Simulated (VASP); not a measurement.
# HgTe (P6_3mc) in VASP: notebook

HgTe is run at these levels: r2SCAN, PBE, PBEsol; tasks: single point, relaxation of cell and atoms.

Everything below comes from runs of VASP 6.6.1. Logs are shortened: lines on timing, memory, paths and dates and some standing lists are left out, and cuts for length are marked.

### 1 The cell of the first run

Symmetry: P6_3mc, No. 186, hexagonal system. Conventional cell: a = 4.643 Å, b = 4.643 Å, c = 7.625 Å, α = 90.00°, β = 90.00°, γ = 120.00°. Within 3.8 Å of Hg (site symmetry 3m) lie 4 Te at 2.85 Å. Te (site symmetry 3m) has 4 Hg at 2.85 Å within 3.8 Å.

### 2 Single point, r2SCAN

File POSCAR:

```
HgTe
1.0
    4.6426044275      0.0000000000      0.0000000000
   -2.3213022138      4.0206133739      0.0000000000
    0.0000000000      0.0000000000      7.6245016025
Hg Te
2 2
Direct
    0.3333333333      0.6666666667      0.0004981614
    0.6666666667      0.3333333333      0.5004981614
    0.3333333333      0.6666666667      0.3745018386
    0.6666666667      0.3333333333      0.8745018386
```

File INCAR.step1:

```
SYSTEM = HgTe
PREC     = Accurate       ! precision mode
ENCUT    = 520            ! plane-wave cutoff, eV
ISMEAR   = -1             ! smearing method
SIGMA    = 0.02           ! smearing width, eV
LREAL    = .False.        ! projectors in reciprocal space
LASPH    = .True.         ! aspherical terms in the spheres
NELM     = 100            ! most SCF steps
NBANDS   = 26             ! bands
GGA      = PE             ! functional
ALGO     = Normal         ! electronic algorithm
EDIFF    = 1E-4           ! SCF threshold, eV
LWAVE    = .True.         ! write WAVECAR
LCHARG   = .False.        ! write CHGCAR
```

File INCAR.step2:

```
SYSTEM = HgTe
PREC     = Accurate       ! precision mode
ENCUT    = 520            ! plane-wave cutoff, eV
EDIFF    = 1E-7           ! SCF threshold, eV
ISMEAR   = -1             ! smearing method
SIGMA    = 0.02           ! smearing width, eV
LREAL    = .False.        ! projectors in reciprocal space
LASPH    = .True.         ! aspherical terms in the spheres
NELM     = 100            ! most SCF steps
ALGO     = Normal         ! electronic algorithm
ISIF     = 2              ! what is computed and relaxed
LWAVE    = .False.        ! write WAVECAR
LCHARG   = .False.        ! write CHGCAR
METAGGA  = R2SCAN         ! meta-GGA
LMIXTAU  = .True.       
NBANDS   = 26             ! bands
ISTART   = 1
```

File KPOINTS:

```
Automatic mesh
0
Gamma
  6 6 4
  0 0 0
```

Potentials or basis: VASP PAW PBE potentials, release 64 (Hg, Te).

Launch:

```bash
> cat potpaw_PBE.64/Hg/POTCAR potpaw_PBE.64/Te/POTCAR > POTCAR
> cp INCAR.step1 INCAR
> mpirun -np 1 vasp_std > vasp.out
> cp INCAR.step2 INCAR
> mpirun -np 1 vasp_std > vasp.out
```

OUTCAR:

```text
SYSTEM = HgTe
   PREC = Accurate
   ENCUT = 520
   EDIFF = 1E-7
   ISMEAR = -1
   LREAL = .False.
   LASPH = .True.
   NELM = 100
   ISIF = 2
   METAGGA = R2SCAN
   ISTART = 1

 ion  position               nearest neighbor table
   1  0.333  0.667  0.000-   4 2.85   4 2.85   4 2.85   3 2.85
   2  0.667  0.333  0.500-   3 2.85   3 2.85   3 2.85   4 2.85
   3  0.333  0.667  0.375-   2 2.85   2 2.85   2 2.85   1 2.85
   4  0.667  0.333  0.875-   1 2.85   1 2.85   1 2.85   2 2.85

  LATTYP: Found a hexagonal cell.
 ALAT       =     4.6426044275
 C/A-ratio  =     1.6422897366

  Lattice vectors:

 A1 = (   4.6426044275,   0.0000000000,   0.0000000000)
 A2 = (  -2.3213022138,   4.0206133739,   0.0000000000)
 A3 = (   0.0000000000,   0.0000000000,   7.6245016025)

Analysis of symmetry for initial positions (statically):
=====================================================================
 Subroutine PRICEL returns:
 Original cell was already a primitive cell.

 Routine SETGRP: Setting up the symmetry group for a
 hexagonal supercell.

 Subroutine GETGRP returns: Found 12 space group operations
 (whereof  6 operations were pure point group operations)
 out of a pool of 24 trial point group operations.

The static configuration has the point symmetry C_3v.
 The point group associated with its full space group is C_6v.

Analysis of symmetry for dynamics (positions and initial velocities):
=====================================================================
 Subroutine PRICEL returns:
 Original cell was already a primitive cell.

 Routine SETGRP: Setting up the symmetry group for a
 hexagonal supercell.

 Subroutine GETGRP returns: Found 12 space group operations
 (whereof  6 operations were pure point group operations)
 out of a pool of 24 trial point group operations.

The dynamic configuration has the point symmetry C_3v.
 The point group associated with its full space group is C_6v.

 Subroutine INISYM returns: Found 12 space group operations
 (whereof  6 operations are pure point group operations),
 and found     1 'primitive' translations

----------------------------------------------------------------------------------------

                                     Primitive cell

[... 85 lines left out ...]
   LNONCOLLINEAR =      F non collinear calculations
   LSORBIT =      F    spin-orbit coupling
   LASPH  =      T    aspherical Exc in radial PAW
   ENCUT  =  520.0 eV  38.22 Ry    6.18 a.u.   8.63  8.63 14.18*2*pi/ulx,y,z
   NELM   =    100;   NELMIN=  2; NELMDL=  0     # of ELM steps
   EDIFF  = 0.1E-06   stopping-criterion for ELM
   LREAL  =      F    real-space projection
   EDIFFG = 0.1E-05   stopping-criterion for IOM
   NSW    =      0    number of steps for IOM
   IBRION =     -1    ionic relax: 0-MD 1-quasi-New 2-CG
   NFREE  =      0    steps in history (QN), initial steepest desc. (CG)
   ISIF   =      2    stress and relaxation
   ISYM   =      2    0-nonsym 1-usesym 2-fastsym
   POTIM  = 0.5000    time-step for ionic-motion
   TEBEG  =    0.0;   TEEND  =   0.0 temperature during run
   PSTRESS=    0.0 pullay stress
   NELECT =      36.0000    total number of electrons
   NUPDOWN=      -1.0000    fix difference up-down
   EMIN   =  10.00;   EMAX   =-10.00  energy-range for DOS
   EFERMI =   0.00;   METHOD = LEGACY
   ISMEAR =    -1;   SIGMA  =   0.02  broadening in eV -4-tet -1-fermi 0-gaus
   EFERMI_NEDOS =   21; number of points for ismear=-14 and -15
   IALGO  =     38    algorithm
   IMIX   =      4    mixing-type and parameters
     AMIX     =   0.40;   BMIX     =  1.00
     AMIX_MAG =   1.60;   BMIX_MAG =  1.00
  volume/ion in A,a.u.               =      35.58       240.11
  Fermi-wavevector in a.u.,A,eV,Ry     =   1.035350  1.956528 14.584760  1.071950
  Thomas-Fermi vector in A             =   2.169689
   LORBIT       =      0    0 simple, 1 ext, 2 COOP (PROOUT), +10 PAW based schemes
   METAGGA = R2SCAN    functional components
   LHFCALC =     F    Hartree Fock is set to
   AEXX    =    0.0000 exact exchange contribution
   IVDW    =     0    specifies the selected vdW correction
   LEPSILON=     F    determine dielectric tensor
   LRPA    =     F    only Hartree local field effects (RPA)
 non-spin polarized calculation
  energy-cutoff  :      520.00
  volume of cell :      142.32
 maximum number of plane-waves:      3865
 NGX is ok and might be reduce to    36
   NGX = 17   NGY = 17   NGZ = 29

 number of electron      35.9999997 magnetization

 Free energy of the ion-electron system (eV)
  ---------------------------------------------------
  ext. energy  EPLUGINS =         0.00000000
  ---------------------------------------------------
  free energy    TOTEN  =      -150.29047549 eV

  energy without entropy =     -150.29006325  energy(sigma->0) =     -150.29026937

 E-fermi :   2.3381     XC(G=0):  -9.0583

 val. band max:        2.3373919635   @ k =   0.0000   0.0000   0.0000
 cond. band min:       3.1524185076   @ k =   0.0000   0.0000   0.0000
 fundamental gap:      0.8150265441
 Fermi energy:         2.3381078993

 k-point     1 :       0.0000    0.0000    0.0000
  band No.  band energies     occupation
      1      -9.7044      2.00000
      2      -9.1674      2.00000
      3      -5.0145      2.00000
      4      -5.0024      2.00000
      5      -5.0024      2.00000
      6      -4.9100      2.00000
[... 598 lines left out ...]
     25       9.9048      0.00000
     26       9.9048      0.00000

------------------------ aborting loop because EDIFF is reached ----------------------------------------

  FORCE on cell =-STRESS in cart. coord.  units (eV):
  Direction    XX          YY          ZZ          XY          YZ          ZX
  --------------------------------------------------------------------------------------
  -------------------------------------------------------------------------------------
  Total        0.0455680      0.0455680      0.0467216     -0.0000000      0.0000000      0.0000000
  in kB        0.5129853      0.5129853      0.5259721     -0.0000000      0.0000000      0.0000000
  external PRESSURE =       0.5173143 kB  Pullay stress =       0.0000000 kB

 VOLUME and BASIS-vectors are now :
 -----------------------------------------------------------------------------
  energy-cutoff  :      520.00
  volume of cell :      142.32
      direct lattice vectors                 reciprocal lattice vectors
     4.642604428  0.000000000  0.000000000     0.215396340  0.124359135  0.000000000
    -2.321302214  4.020613374  0.000000000     0.000000000  0.248718269  0.000000000
     0.000000000  0.000000000  7.624501602     0.000000000  0.000000000  0.131156114

 POSITION                                       TOTAL-FORCE (eV/Angst)
 -----------------------------------------------------------------------------------
     -0.00000      2.68041      0.00380         0.000000     -0.000000      0.000688
      2.32130      1.34020      3.81605        -0.000000      0.000000      0.000688
     -0.00000      2.68041      2.85539         0.000000     -0.000000     -0.000688
      2.32130      1.34020      6.66764         0.000000     -0.000000     -0.000688
 -----------------------------------------------------------------------------------
    total drift:                               -0.000000      0.000000      0.000263

  FREE ENERGIE OF THE ION-ELECTRON SYSTEM (eV)
  ---------------------------------------------------
  free  energy   TOTEN  =      -150.2904754918 eV

  energy  without entropy=     -150.2900632538  energy(sigma->0) =     -150.29026937
```

OUTCAR.step1:

```text
SYSTEM = HgTe
   PREC = Accurate
   ENCUT = 520
   ISMEAR = -1
   LREAL = .False.
   LASPH = .True.
   NELM = 100
[... 833 lines left out ...]
      2.32130      1.34020      3.81605         0.000000     -0.000000      0.000921
     -0.00000      2.68041      2.85539         0.000000     -0.000000     -0.000921
      2.32130      1.34020      6.66764        -0.000000      0.000000     -0.000921
 -----------------------------------------------------------------------------------
    total drift:                               -0.000000      0.000000     -0.000392

  FREE ENERGIE OF THE ION-ELECTRON SYSTEM (eV)
  ---------------------------------------------------
  free  energy   TOTEN  =        -7.2384780509 eV

  energy  without entropy=       -7.2380650884  energy(sigma->0) =       -7.23827157
```

OSZICAR.step1:

```text
N       E                     dE             d eps       ncg     rms          rms(c)
DAV:   1     0.235581206179E+03    0.23558E+03   -0.15639E+04  1092   0.120E+03
DAV:   2     0.466688342484E+01   -0.23091E+03   -0.22188E+03  1156   0.278E+02
DAV:   3    -0.748996997570E+01   -0.12157E+02   -0.12054E+02  1324   0.641E+01
DAV:   4    -0.765436733239E+01   -0.16440E+00   -0.16416E+00  1352   0.647E+00
DAV:   5    -0.765599881869E+01   -0.16315E-02   -0.16314E-02  1316   0.695E-01    0.956E+00
DAV:   6    -0.724819667579E+01    0.40780E+00   -0.92846E-01  1178   0.101E+01    0.763E+00
DAV:   7    -0.724160560655E+01    0.65911E-02   -0.32739E-01  1164   0.299E+00    0.259E+00
DAV:   8    -0.723829932639E+01    0.33063E-02   -0.38766E-02  1140   0.185E+00    0.795E-01
DAV:   9    -0.723854317190E+01   -0.24385E-03   -0.39023E-03  1218   0.600E-01    0.225E-01
DAV:  10    -0.723847805092E+01    0.65121E-04   -0.44822E-04  1106   0.200E-01
   1 F= -.72384781E+01 E0= -.72382716E+01  d E =-.412962E-03
```

It took 4.4 min on 1 thread of AMD EPYC 9R45 (Zen 5), shared host; peak memory 0.29 GiB.

What came out:

* Free energy: -150.2905 eV
* Pressure: 0.1 GPa
* Band gap on the k mesh: zero (filled and empty bands touch)

Caveat: the structure was generated, so it needn't be the stable form of HgTe; semilocal functionals underestimate gaps, and a narrow one can read as zero; the PAW data sets were made with another functional, which shifts forces and pressure a little; spin-orbit coupling is left out, which moves the levels of the heavy elements.

### 3 Relaxation of cell and atoms, PBE

This run uses another cell than the first one, of 30.00 Å³/atom.

File INCAR:

```
ALGO = Normal
EDIFF = 1E-7
EDIFFG = -0.005
ENCUT = 600
GGA = PE
IBRION = 2
ISIF = 3
ISMEAR = -1
LASPH = T
LCHARG = F
LREAL = F
LWAVE = F
NELM = 80
NSW = 80
PREC = Accurate
SIGMA = 0.02
```

File KPOINTS:

```
k-points
0
Gamma
  6 6 4
```

File POSCAR:

```
HgTe
1.0
    4.3943845986      0.0000000000      0.0000000000
   -2.1971922993      3.8056486963      0.0000000000
    0.0000000000      0.0000000000      7.1760300494
Hg Te
2 2
Direct
    0.3333333333      0.6666666667      0.0000000000
    0.6666666667      0.3333333333      0.5000000000
    0.3333333333      0.6666666667      0.3750000000
    0.6666666667      0.3333333333      0.8750000000
```

Potentials or basis: VASP PAW PBE potentials, release 64 (Hg, Te).

Launch:

```bash
> cat potpaw_PBE.64/Hg/POTCAR potpaw_PBE.64/Te/POTCAR > POTCAR
> mpirun -np 1 vasp_std > vasp.out
```

Wall time 3.8 min (1 thread of AMD EPYC 9R45 (Zen 5), shared host); peak memory 0.27 GiB.

Results (log left out):

* Free energy: -7.2567 eV
* Relaxed volume: 36.91 Å³/atom
* Relaxed cell: a = 4.701 Å, b = 4.701 Å, c = 7.715 Å, α = 90.00°, β = 90.00°, γ = 120.00°
* Space group after relaxing (to 0.1 Å): P6_3mc (No. 186)
* Energy gained by relaxing: 209.4 meV/atom
* Ionic steps: 10
* Pressure after relaxing: 0.0 GPa
* Band gap on the k mesh: zero (filled and empty bands touch)

The path:
```tsv
step	energy change (eV)	largest force (eV/Å)	pressure (GPa)	volume (Å³)
1	0.0000	0.0064	12.00	120.01
2	-0.6938	0.0036	-2.63	163.40
3	-0.8375	0.0049	0.09	147.25
4	-0.8376	0.0046	-0.04	147.83
5	-0.8376	0.0061	0.01	147.63
6	-0.8376	0.0062	0.01	147.62
7	-0.8376	0.0064	0.01	147.59
8	-0.8376	0.0060	0.01	147.61
9	-0.8376	0.0051	0.00	147.65
10	-0.8376	0.0012	0.00	147.63
```

Final structure:
```yaml
crystal:
  lattice:
    - [4.70074, 0.00000, 0.00000]
    - [-2.35037, 4.07096, 0.00000]
    - [0.00000, 0.00000, 7.71470]
  atoms:
    - { symbol: Hg, position: [0.33333, 0.66667, 0.00031] }
    - { symbol: Hg, position: [0.66667, 0.33333, 0.50031] }
    - { symbol: Te, position: [0.33333, 0.66667, 0.37469] }
    - { symbol: Te, position: [0.66667, 0.33333, 0.87469] }
```

Levels at points of the mesh, in eV from the Fermi level:
```tsv
k point	band 16	band 17	band 18	band 19	band 20	band 21
(0.00, 0.00, 0.00)	-0.83	-0.07	0.00	0.00	0.57	4.34
(0.50, 0.00, 0.00)	-1.91	-1.37	-0.83	1.58	1.82	4.09
(0.00, 0.00, 0.50)	-0.44	-0.44	-0.44	0.89	0.89	4.78
(0.50, 0.00, 0.50)	-1.51	-1.42	-1.42	1.43	1.43	3.69
```

Caveat: the volume moved by over 15 % at a fixed basis, so the end points are rough; the structure was generated, so it needn't be the stable form of HgTe; semilocal functionals underestimate gaps, and a narrow one can read as zero; spin-orbit coupling is left out, which moves the levels of the heavy elements.

### 4 Relaxation of cell and atoms, PBEsol

This run uses another cell than the first one, of 36.86 Å³/atom.

File INCAR:

```
ALGO = Normal
EDIFF = 1E-6
EDIFFG = -0.005
ENCUT = 600
GGA = PS
IBRION = 2
ISIF = 3
ISMEAR = -1
LASPH = T
LCHARG = F
LREAL = F
LWAVE = F
NELM = 100
NSW = 80
PREC = Accurate
SIGMA = 0.02
```

KPOINTS is that of step 3.

File POSCAR:

```
HgTe
1.0
    4.6987816501      0.0000000000      0.0000000000
   -2.3493908251      4.0692642759      0.0000000000
    0.0000000000      0.0000000000      7.7110649742
Hg Te
2 2
Direct
    0.3333333333      0.6666666667      0.0003155724
    0.6666666667      0.3333333333      0.5003155724
    0.3333333333      0.6666666667      0.3746844276
    0.6666666667      0.3333333333      0.8746844276
```

Launch:

```bash
> cat potpaw_PBE.64/Hg/POTCAR potpaw_PBE.64/Te/POTCAR > POTCAR
> mpirun -np 1 vasp_std > vasp.out
```

Run time: 1.8 min. Hardware: 1 thread of AMD EPYC 9R45 (Zen 5), shared host; peak memory 0.33 GiB.

The run converged. Its results:

| Item | Value |
| --- | --- |
| Free energy | -8.7098 eV |
| Relaxed volume | 34.66 Å³/atom |
| Relaxed cell | a = 4.604 Å, b = 4.604 Å, c = 7.552 Å, α = 90.00°, β = 90.00°, γ = 120.00° |
| Space group after relaxing (to 0.1 Å) | P6_3mc (No. 186) |
| Energy gained by relaxing | 16.0 meV/atom |
| Ionic steps | 3 |
| Pressure after relaxing | 0.0 GPa |
| Largest force after relaxing | 0.003 eV/Å |
| Band gap on the k mesh | zero (filled and empty bands touch) |

Forces on the atoms (eV/Å):
```
Hg   0.000  0.000  0.003
Hg   0.000  0.000  0.003
Te   0.000  0.000 -0.003
Te   0.000  0.000 -0.003
```

The path:
```tsv
step	energy change (eV)	largest force (eV/Å)	pressure (GPa)	volume (Å³)
1	0.0000	0.0056	-2.19	147.44
2	-0.0614	0.0044	0.52	136.97
3	-0.0640	0.0031	-0.01	138.62
```

Final structure:
```
Hg Te
1.0
     4.60379    0.00000    0.00000
    -2.30189    3.98700    0.00000
     0.00000    0.00000    7.55210
Hg Te
2 2
Direct
  0.33333 0.66667 0.00029
  0.66667 0.33333 0.50029
  0.33333 0.66667 0.37471
  0.66667 0.33333 0.87471
```

Levels at points of the mesh, in eV from the Fermi level:
| k point | band 16 | band 17 | band 18 | band 19 | band 20 | band 21 |
| --- | --- | --- | --- | --- | --- | --- |
| (0.00, 0.00, 0.00) | -0.84 | -0.08 | 0.00 | 0.00 | 0.49 | 4.19 |
| (0.50, 0.00, 0.00) | -2.18 | -1.59 | -0.95 | 1.60 | 1.72 | 3.96 |
| (0.00, 0.00, 0.50) | -0.51 | -0.51 | -0.51 | 0.87 | 0.87 | 4.71 |
| (0.50, 0.00, 0.50) | -1.71 | -1.62 | -1.62 | 1.37 | 1.37 | 3.51 |

Caveat: the structure was generated, so it needn't be the stable form of HgTe; semilocal functionals underestimate gaps, and a narrow one can read as zero; the PAW data sets were made with another functional, which shifts forces and pressure a little; spin-orbit coupling is left out, which moves the levels of the heavy elements.

### 5 Overview

| task | level | cell | cutoff (eV) | gap on the mesh (eV) | pressure (GPa) | relaxed volume (Å³/atom) |
| --- | --- | --- | --- | --- | --- | --- |
| single point | r2SCAN | a = 4.643, b = 4.643, c = 7.625 Å, angles 90.0, 90.0, 120.0°, 4 atoms, atomic positions A | 520 | none | 0.1 | - |
| relaxation of cell and atoms | PBE | relaxed from a = 4.394, b = 4.394, c = 7.176 Å, angles 90.0, 90.0, 120.0°, 4 atoms, atomic positions B | 600 | none | 0.0 | 36.91 |
| relaxation of cell and atoms | PBEsol | relaxed from a = 4.699, b = 4.699, c = 7.711 Å, angles 90.0, 90.0, 120.0°, 4 atoms, atomic positions C | 600 | none | 0.0 | 34.66 |

Alike in all rows: potentials or basis VASP PAW PBE potentials, release 64 (Hg, Te); no spin polarisation; k mesh 6 × 6 × 4; smearing fermi-dirac 0.02 eV.

Caveats: the structure was generated, so it needn't be the stable form of HgTe; semilocal functionals underestimate gaps, and a narrow one can read as zero; spin-orbit coupling is left out, which moves the levels of the heavy elements; the PAW data sets were made with another functional, which shifts forces and pressure a little (at least some runs); the volume moved by over 15 % at a fixed basis, so the end points are rough (at least some runs).

Absolute energies hang on the potentials; compare differences alone.

The gap in the log of VASP goes by the Fermi energy; the results here count the filled bands.